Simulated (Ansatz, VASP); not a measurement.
# One calculation of H, two programs

File INCAR:

```
SYSTEM = H
PREC     = Accurate       ! precision mode
ENCUT    = 520            ! plane-wave cutoff, eV
EDIFF    = 1E-7           ! SCF threshold, eV
ISMEAR   = 0              ! smearing method
SIGMA    = 0.05           ! smearing width, eV
LREAL    = .FALSE.        ! projectors in reciprocal space
LASPH    = .TRUE.         ! aspherical terms in the spheres
NELM     = 80             ! most SCF steps
ALGO     = Normal         ! electronic algorithm
ISIF     = 2              ! what is computed and relaxed
LWAVE    = .FALSE.        ! write WAVECAR
LCHARG   = .TRUE.         ! write CHGCAR
GGA      = PE             ! functional
LELF     = .TRUE.         ! ELF
LVHAR    = .TRUE.       
NBANDS   = 14             ! bands
```

KPOINTS

```
Automatic mesh
0
G
  6 6 6
  0 0 0
```

POSCAR

```
H
1.0
    3.7097352756     -3.7097352756      0.0000000000
    3.7097352756      3.7097352756      0.0000000000
   -3.7097352756      0.0000000000      4.5711281958
H
8
Direct
    0.5195967640      0.3982943080      0.9178910720
    0.2089455360      0.7089455360      0.4178910720
    0.9589455360      0.9589455360      0.9178910720
    0.7089455360      0.2089455360      0.4178910720
    0.0410544640      0.0410544640      0.0821089280
    0.7910544640      0.2910544640      0.5821089280
    0.5410544640      0.5410544640      0.0821089280
    0.2910544640      0.7910544640      0.5821089280
```

Input for Ansatz:

```yaml
crystal:
  lattice:
    - [3.7097352756, -3.7097352756, 0.0]
    - [3.7097352756, 3.7097352756, 0.0]
    - [-3.7097352756, 0.0, 4.5711281958]
  atoms:
    - { symbol: H, position: [0.519596764, 0.398294308, 0.917891072] }
    - { symbol: H, position: [0.208945536, 0.708945536, 0.417891072] }
    - { symbol: H, position: [0.958945536, 0.958945536, 0.917891072] }
    - { symbol: H, position: [0.708945536, 0.208945536, 0.417891072] }
    - { symbol: H, position: [0.041054464, 0.041054464, 0.082108928] }
    - { symbol: H, position: [0.791054464, 0.291054464, 0.582108928] }
    - { symbol: H, position: [0.541054464, 0.541054464, 0.082108928] }
    - { symbol: H, position: [0.291054464, 0.791054464, 0.582108928] }
basis:
  ecutwfc: 420
kpoints:
  mp_grid: { grid: [6, 6, 6] }
hamiltonian:
  xc: pbe
scf:
  occupations: { method: gaussian, width: 0.05 }
output:
  forces: true
  stress: true
  eigenvalues: true
```

Alike in both runs: task single point; functional PBE; k mesh 6 × 6 × 6; occupations gaussian, width 0.05 eV; no spin polarisation.

|  | VASP | Ansatz |
| --- | --- | --- |
| version | VASP 6.6.1 | Ansatz 0.2.0 |
| potentials or method | VASP PAW PBE potentials, release 64 (H), cutoff 520 eV | scalar-relativistic, plane waves, PAW |
| valence electrons in the cell | 8 | 8 |

Ansatz gave:

- gap on the k mesh at the Fermi level (eV): 8.47
- least direct gap on the mesh (eV): 8.77
- pressure (GPa): -1.1
- traceless stress, the component that is largest in VASP (GPa): -1.46
- rms of the force components (eV/Å): 0.852

**Question.** What did VASP give for the same quantities?

**Answer.** gap on the k mesh at the Fermi level (eV): 8.47; least direct gap on the mesh (eV): 8.77; pressure (GPa): -1.2; traceless stress, the component that is largest in VASP (GPa): -1.46; rms of the force components (eV/Å): 0.851.

Atom by atom the forces differ by 0.006 eV/Å (rms over components). With one functional, cell and mesh, what is left measures potentials, basis and numerics.
